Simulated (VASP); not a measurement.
# Ir (Pm-3m) in VASP: notebook

Ir is run at these levels: PBE; tasks: relaxation of cell and atoms.

Program: VASP 6.6.1. These are calculated values, not measurements. Logs are shortened: lines on timing, memory, paths and dates and some standing lists are left out, and cuts for length are marked.

## 1. The cell of the first run

It takes space group Pm-3m (No. 221, cubic). Conventional cell: a = 2.490 Å, b = 2.490 Å, c = 2.490 Å, α = 90.00°, β = 90.00°, γ = 90.00°. Within 3.3 Å of Ir (site symmetry m-3m) lie 6 Ir at 2.49 Å.

## 2. Relaxation of cell and atoms, PBE

The input, INCAR:

```
SYSTEM = Ir
  PREC = Accurate
  ENCUT = 600
  EDIFF = 1E-6
  ISMEAR = -1
  SIGMA = 0.05
  LREAL = .False.
  LASPH = .True.
  NELM = 80
  ALGO = Normal
  ISIF = 3
  LWAVE = .False.
  LCHARG = .False.
  GGA = PE
  IBRION = 2
  NSW = 80
  EDIFFG = -0.02
```

The input, KPOINTS:

```
regular mesh
0
Gamma
  10 10 10
  0 0 0
```

The input, POSCAR:

```
Ir
1.0
    2.4900000000      0.0000000000      0.0000000000
    0.0000000000      2.4900000000      0.0000000000
    0.0000000000      0.0000000000      2.4900000000
Ir
1
Direct
    0.0000000000      0.0000000000      0.0000000000
```

Potentials or basis: VASP PAW PBE potentials, release 64 (Ir).

Command:

```sh
> cat potpaw_PBE.64/Ir/POTCAR > POTCAR
> mpirun -np 1 vasp_std > vasp.out
```

OUTCAR:

```text
SYSTEM = Ir
   PREC = Accurate
   ENCUT = 600
   EDIFF = 1E-6
   ISMEAR = -1
   LREAL = .False.
   LASPH = .True.
   NELM = 80
   ISIF = 3
   GGA = PE
   IBRION = 2
   NSW = 80
   EDIFFG = -0.02

 ion  position               nearest neighbor table
   1  0.000  0.000  0.000-

  LATTYP: Found a simple cubic cell.
 ALAT       =     2.4900000000

  Lattice vectors:

 A1 = (   2.4900000000,   0.0000000000,   0.0000000000)
 A2 = (   0.0000000000,   2.4900000000,   0.0000000000)
 A3 = (   0.0000000000,   0.0000000000,   2.4900000000)

Analysis of symmetry for initial positions (statically):
=====================================================================
 Subroutine PRICEL returns:
 Original cell was already a primitive cell.

 Routine SETGRP: Setting up the symmetry group for a
 simple cubic supercell.

 Subroutine GETGRP returns: Found 48 space group operations
 (whereof 48 operations were pure point group operations)
 out of a pool of 48 trial point group operations.

The static configuration has the point symmetry O_h .

Analysis of symmetry for dynamics (positions and initial velocities):
=====================================================================
 Subroutine PRICEL returns:
 Original cell was already a primitive cell.

 Routine SETGRP: Setting up the symmetry group for a
 simple cubic supercell.

 Subroutine GETGRP returns: Found 48 space group operations
 (whereof 48 operations were pure point group operations)
 out of a pool of 48 trial point group operations.

The dynamic configuration has the point symmetry O_h .

 Subroutine INISYM returns: Found 48 space group operations
 (whereof 48 operations are pure point group operations),
 and found     1 'primitive' translations

----------------------------------------------------------------------------------------

                                     Primitive cell

  volume of cell :      15.4382

  direct lattice vectors                    reciprocal lattice vectors
     2.490000000  0.000000000  0.000000000     0.401606426  0.000000000  0.000000000
     0.000000000  2.490000000  0.000000000     0.000000000  0.401606426  0.000000000
     0.000000000  0.000000000  2.490000000     0.000000000  0.000000000  0.401606426

  length of vectors
     2.490000000  2.490000000  2.490000000     0.401606426  0.401606426  0.401606426

  position of ions in fractional coordinates (direct lattice)
     0.000000000  0.000000000  0.000000000

  ion indices of the primitive-cell ions
   primitive index   ion index
                 1           1

----------------------------------------------------------------------------------------

 KPOINTS: regular mesh

Automatic generation of k-mesh.
 Grid dimensions read from file:
 generate k-points for:   10   10   10

 Generating k-lattice:

  Cartesian coordinates                     Fractional coordinates (reciprocal lattice)
     0.040160643  0.000000000  0.000000000     0.100000000  0.000000000  0.000000000
     0.000000000  0.040160643  0.000000000     0.000000000  0.100000000  0.000000000
     0.000000000  0.000000000  0.040160643     0.000000000  0.000000000  0.100000000

  Length of vectors
     0.040160643  0.040160643  0.040160643

  Shift w.r.t. Gamma in fractional coordinates (k-lattice)
     0.000000000  0.000000000  0.000000000

 Subroutine IBZKPT returns following result:
 ===========================================

 Found     56 irreducible k-points:

 Following reciprocal coordinates:
            Coordinates               Weight
  0.000000  0.000000  0.000000      1.000000
  0.100000  0.000000  0.000000      6.000000
  0.200000  0.000000  0.000000      6.000000
  0.300000  0.000000  0.000000      6.000000
  0.400000  0.000000  0.000000      6.000000
  0.500000  0.000000  0.000000      3.000000
[... 16 lines left out ...]
  0.200000  0.100000  0.100000     24.000000
  0.300000  0.100000  0.100000     24.000000
 [... further k-points ...]
   k-points           NKPTS =     56   k-points in BZ     NKDIM =     56   number of bands    NBANDS=      8
   number of dos      NEDOS =    301   number of ions     NIONS =      1
   total plane-waves  NPLWV =   8000
   dimension x,y,z NGX =    20 NGY =   20 NGZ =   20
   dimension x,y,z NGXF=    40 NGYF=   40 NGZF=   40
   ions per type =               1
   NGX,Y,Z   is equivalent  to a cutoff of  13.35, 13.35, 13.35 a.u.
   NGXF,Y,Z  is equivalent  to a cutoff of  26.71, 26.71, 26.71 a.u.
 SYSTEM =  Ir
   PREC   = accura    normal or accurate (medium, high low for compatibility)
   ISTART =      0    job   : 0-new  1-cont  2-samecut
   ICHARG =      2    charge: 1-file 2-atom 10-const
   ISPIN  =      1    spin polarized calculation?
   LNONCOLLINEAR =      F non collinear calculations
   LSORBIT =      F    spin-orbit coupling
   LASPH  =      T    aspherical Exc in radial PAW
   ENCUT  =  600.0 eV  44.10 Ry    6.64 a.u.   4.97  4.97  4.97*2*pi/ulx,y,z
   NELM   =     80;   NELMIN=  2; NELMDL= -5     # of ELM steps
   EDIFF  = 0.1E-05   stopping-criterion for ELM
   LREAL  =      F    real-space projection
   EDIFFG = -.2E-01   stopping-criterion for IOM
   NSW    =     80    number of steps for IOM
   IBRION =      2    ionic relax: 0-MD 1-quasi-New 2-CG
   NFREE  =      1    steps in history (QN), initial steepest desc. (CG)
   ISIF   =      3    stress and relaxation
   ISYM   =      2    0-nonsym 1-usesym 2-fastsym
   POTIM  = 0.5000    time-step for ionic-motion
   TEBEG  =    0.0;   TEEND  =   0.0 temperature during run
   PSTRESS=    0.0 pullay stress
   NELECT =       9.0000    total number of electrons
   NUPDOWN=      -1.0000    fix difference up-down
   EMIN   =  10.00;   EMAX   =-10.00  energy-range for DOS
   EFERMI =   0.00;   METHOD = LEGACY
   ISMEAR =    -1;   SIGMA  =   0.05  broadening in eV -4-tet -1-fermi 0-gaus
   EFERMI_NEDOS =   21; number of points for ismear=-14 and -15
   IALGO  =     38    algorithm
   IMIX   =      4    mixing-type and parameters
     AMIX     =   0.40;   BMIX     =  1.00
     AMIX_MAG =   1.60;   BMIX_MAG =  1.00
  volume/ion in A,a.u.               =      15.44       104.18
  Fermi-wavevector in a.u.,A,eV,Ry     =   1.367591  2.584373 25.447056  1.870306
  Thomas-Fermi vector in A             =   2.493630
   LORBIT       =      0    0 simple, 1 ext, 2 COOP (PROOUT), +10 PAW based schemes
   GGA     = PE    functional components
   LHFCALC =     F    Hartree Fock is set to
   AEXX    =    0.0000 exact exchange contribution
   IVDW    =     0    specifies the selected vdW correction
   LEPSILON=     F    determine dielectric tensor
   LRPA    =     F    only Hartree local field effects (RPA)
 conjugate gradient relaxation of ions
 non-spin polarized calculation
  energy-cutoff  :      600.00
  volume of cell :       15.44
 maximum number of plane-waves:       536
 NGX is ok and might be reduce to    20
   NGX =  9   NGY =  9   NGZ =  9

--------------------------------------- Ionic step        1  -------------------------------------------

 number of electron       9.0000000 magnetization

 Free energy of the ion-electron system (eV)
  ---------------------------------------------------
  ext. energy  EPLUGINS =         0.00000000
  ---------------------------------------------------
  free energy    TOTEN  =        -7.74148611 eV

  energy without entropy =       -7.73228968  energy(sigma->0) =       -7.73688789

------------------------ aborting loop because EDIFF is reached ----------------------------------------

  FORCE on cell =-STRESS in cart. coord.  units (eV):
  Direction    XX          YY          ZZ          XY          YZ          ZX
  --------------------------------------------------------------------------------------
  -------------------------------------------------------------------------------------
  Total        2.9664271      2.9664271      2.9664271      0.0000000      0.0000000      0.0000000
  in kB      307.8550031    307.8550031    307.8550031      0.0000000      0.0000000      0.0000000
  external PRESSURE =     307.8550031 kB  Pullay stress =       0.0000000 kB
[... 20 lines left out ...]
  energy  without entropy=       -7.7322896763  energy(sigma->0) =       -7.73688789

--------------------------------------- Ionic step        2  -------------------------------------------

 number of electron       9.0000001 magnetization

 E-fermi :   3.6638     XC(G=0): -11.0701

 val. band max:        3.6629823853   @ k =   0.4000   0.3000   0.3000
 cond. band min:       3.7140977589   @ k =   0.2000   0.2000   0.1000
 fundamental gap:      0.0511153736
 Fermi energy:         3.6638271587

 k-point     1 :       0.0000    0.0000    0.0000
  band No.  band energies     occupation
      1      -2.9548      2.00000
      2      -0.0896      2.00000
      3      -0.0896      2.00000
      4       4.4100      0.00000
      5       4.4100      0.00000
      6       4.4100      0.00000
      7      17.3281      0.00000
      8      17.3281      0.00000
[... 355 lines left out ...]
  energy  without entropy=       -7.8675353230  energy(sigma->0) =       -7.87330551

--------------------------------------- Ionic step        5  -------------------------------------------

 number of electron       8.9999999 magnetization

 Free energy of the ion-electron system (eV)
  ---------------------------------------------------
  ext. energy  EPLUGINS =         0.00000000
  ---------------------------------------------------
  free energy    TOTEN  =        -7.87912741 eV

  energy without entropy =       -7.86763923  energy(sigma->0) =       -7.87338332

 E-fermi :   7.3276     XC(G=0): -12.7397

 val. band max:        7.2930273201   @ k =   0.2000   0.2000   0.1000
 cond. band min:       7.3304833261   @ k =   0.3000   0.3000   0.1000
 fundamental gap:      0.0374560061
 Fermi energy:         7.3275990787

 k-point     1 :       0.0000    0.0000    0.0000
  band No.  band energies     occupation
      1      -1.6642      2.00000
      2       1.5011      2.00000
      3       1.5011      2.00000
      4       8.6738      0.00000
      5       8.6738      0.00000
      6       8.6738      0.00000
      7      22.9774      0.00000
      8      22.9774      0.00000
[... 281 lines left out ...]
  FREE ENERGIE OF THE ION-ELECTRON SYSTEM (eV)
  ---------------------------------------------------
  free  energy   TOTEN  =        -7.8791274141 eV

  energy  without entropy=       -7.8676392288  energy(sigma->0) =       -7.87338332

 reached required accuracy - stopping structural energy minimisation
```

It took 9.7 s on 1 thread of Intel Xeon 6975P-C (Granite Rapids), shared host; peak memory 0.14 GiB.

What came out:

```yaml
Free_energy: -7.8791 eV
Relaxed_volume: 17.01 Å³/atom
Relaxed_cell: a = 2.572 Å, b = 2.572 Å, c = 2.572 Å, α = 90.00°, β = 90.00°, γ = 90.00°
Space_group_after_relaxing_to_0.05_Å: Pm-3m (No. 221)
Energy_gained_by_relaxing: 137.6 meV/atom
Ionic_steps: 5
Pressure_after_relaxing: 0.0 GPa
```

The path:
```tsv
step	energy change (eV)	largest force (eV/Å)	pressure (GPa)	volume (Å³)
1	0.0000	0.0000	30.79	15.44
2	0.7504	0.0000	-33.98	23.06
3	-0.1355	0.0000	-3.11	17.24
4	-0.1376	0.0000	-0.50	17.05
5	-0.1376	0.0000	0.03	17.01
```

Final structure:
```cif
data_structure
_symmetry_space_group_name_H-M 'P 1'
_symmetry_Int_Tables_number 1
_cell_length_a 2.5720
_cell_length_b 2.5720
_cell_length_c 2.5720
_cell_angle_alpha 90.000
_cell_angle_beta 90.000
_cell_angle_gamma 90.000
_cell_volume 17.01
loop_
_atom_site_label
_atom_site_type_symbol
_atom_site_fract_x
_atom_site_fract_y
_atom_site_fract_z
_atom_site_occupancy
Ir1 Ir 0.00000 0.00000 0.00000 1
```

Caveat: spin-orbit coupling is left out, which moves the levels of the heavy elements.

## 3. Relaxation of cell and atoms, PBE, target pressure 20 GPa, at which the enthalpy is minimised

The input, INCAR:

```
SYSTEM = Ir
PREC = Accurate
ENCUT = 600
EDIFF = 1E-6
ISMEAR = -1
SIGMA = 0.05
LREAL = .FALSE.
LASPH = .TRUE.
NELM = 60
ALGO = Normal
ISIF = 3
LWAVE = .FALSE.
LCHARG = .FALSE.
GGA = PE
IBRION = 2
NSW = 80
EDIFFG = -0.02
PSTRESS = 200.0
```

The input, KPOINTS:

```
Automatic mesh
0
G
  10 10 10
  0 0 0
```

POSCAR is that of step 2.

Potentials or basis: VASP PAW PBE potentials, release 64 (Ir).

Command:

```sh
> cat potpaw_PBE.64/Ir/POTCAR > POTCAR
> mpirun -np 1 vasp_std > vasp.out
```

Run time: 7.6 s. Hardware: 1 thread of Intel Xeon 6975P-C (Granite Rapids), shared host; peak memory 0.13 GiB.

Results (log left out):

```
Free energy                                            : -7.8142 eV
Relaxed volume                                         : 15.90 Å³/atom
Relaxed cell                                           : a = 2.515 Å, b = 2.515 Å, c = 2.515 Å, α = 90.00°, β = 90.00°, γ = 90.00°
Space group after relaxing (to 0.05 Å)                 : Pm-3m (No. 221)
Energy change on relaxing (the enthalpy is what falls) : -72.8 meV/atom
Ionic steps                                            : 4
Pressure after relaxing                                : 19.9 GPa
```

The path:
```tsv
step	energy change (eV)	largest force (eV/Å)	pressure (GPa)	volume (Å³)
1	0.0000	0.0000	30.79	15.44
2	-0.1069	0.0000	-10.86	17.88
3	-0.0757	0.0000	19.47	15.92
4	-0.0728	0.0000	19.94	15.90
```

Final structure:
```xyz
1
Lattice="2.5146 0.0000 0.0000 0.0000 2.5146 0.0000 0.0000 0.0000 2.5146" Properties=species:S:1:pos:R:3 pbc="T T T"
Ir    0.0000    0.0000    0.0000
```

Levels at points of the mesh, in eV from the Fermi level:
```csv
k point,band 1,band 2,band 3,band 4,band 5,band 6,band 7,band 8
"(0.00, 0.00, 0.00)",-9.61,-6.41,-6.41,1.52,1.52,1.52,16.10,16.10
"(0.50, 0.00, 0.00)",-6.51,-5.62,-1.53,-1.53,-1.05,1.83,6.53,16.47
"(0.50, 0.50, 0.00)",-6.96,-4.98,-0.95,-0.95,3.80,4.70,4.70,12.40
"(0.50, 0.50, 0.50)",-5.60,-5.60,-5.60,4.01,4.01,9.13,11.44,11.44
```

Caveat: the cell is relaxed towards a set pressure, so the enthalpy falls and the energy may rise; spin-orbit coupling is left out, which moves the levels of the heavy elements.

## 4. Relaxation of cell and atoms, PBE, target pressure 40 GPa, at which the enthalpy is minimised

The input, INCAR:

```
PREC     = Accurate       # precision mode
ENCUT    = 600            # plane-wave cutoff, eV
EDIFF    = 1E-6           # SCF threshold, eV
ISMEAR   = -1             # smearing method
SIGMA    = 0.05           # smearing width, eV
LREAL    = F              # projectors in reciprocal space
LASPH    = T              # aspherical terms in the spheres
NELM     = 60             # most SCF steps
ALGO     = Normal         # electronic algorithm
ISIF     = 3              # what is computed and relaxed
LWAVE    = F              # write WAVECAR
LCHARG   = F              # write CHGCAR
GGA      = PE             # functional
IBRION   = 2              # ionic algorithm
NSW      = 80             # ionic steps
EDIFFG   = -0.02          # ionic threshold
PSTRESS  = 400.0
```

The input, KPOINTS:

```
Automatic mesh
0
Gamma
  10 10 10
```

POSCAR is that of step 3.

Command:

```sh
> cat potpaw_PBE.64/Ir/POTCAR > POTCAR
> mpirun -np 1 vasp_std > vasp.out
```

It took 7.7 s on 1 thread of Intel Xeon 6975P-C (Granite Rapids), shared host; peak memory 0.14 GiB.

The run converged. Its results:

```
Free energy                                            : -7.6666 eV
Relaxed volume                                         : 15.10 Å³/atom
Relaxed cell                                           : a = 2.472 Å, b = 2.472 Å, c = 2.472 Å, α = 90.00°, β = 90.00°, γ = 90.00°
Space group after relaxing (to 0.05 Å)                 : Pm-3m (No. 221)
Energy change on relaxing (the enthalpy is what falls) : +74.8 meV/atom
Ionic steps                                            : 4
Pressure after relaxing                                : 39.9 GPa
```

The path:
```
step  energy change (eV)  largest force (eV/Å)  pressure (GPa)  volume (Å³)
   1              0.0000                0.0000           30.79        15.44
   2              0.7261                0.0000           99.27        13.54
   3              0.0710                0.0000           39.49        15.11
   4              0.0748                0.0000           39.94        15.10
```

Final structure:
```xyz
1
Lattice="2.4716 0.0000 0.0000 0.0000 2.4716 0.0000 0.0000 0.0000 2.4716" Properties=species:S:1:pos:R:3 pbc="T T T"
Ir    0.0000    0.0000    0.0000
```

Levels at points of the mesh, in eV from the Fermi level:
```
           k point  band 2  band 3  band 4  band 5  band 6  band 7
(0.00, 0.00, 0.00)   -6.90   -6.90    1.67    1.67    1.67   16.45
(0.50, 0.00, 0.00)   -6.04   -1.67   -1.67   -1.25    2.01    7.02
(0.50, 0.50, 0.00)   -5.31   -1.03   -1.03    4.14    4.80    4.80
(0.50, 0.50, 0.50)   -6.07   -6.07    4.38    4.38    8.89   11.97
```

Caveat: the cell is relaxed towards a set pressure, so the enthalpy falls and the energy may rise; spin-orbit coupling is left out, which moves the levels of the heavy elements.

(Continued in part 2 of 2.)
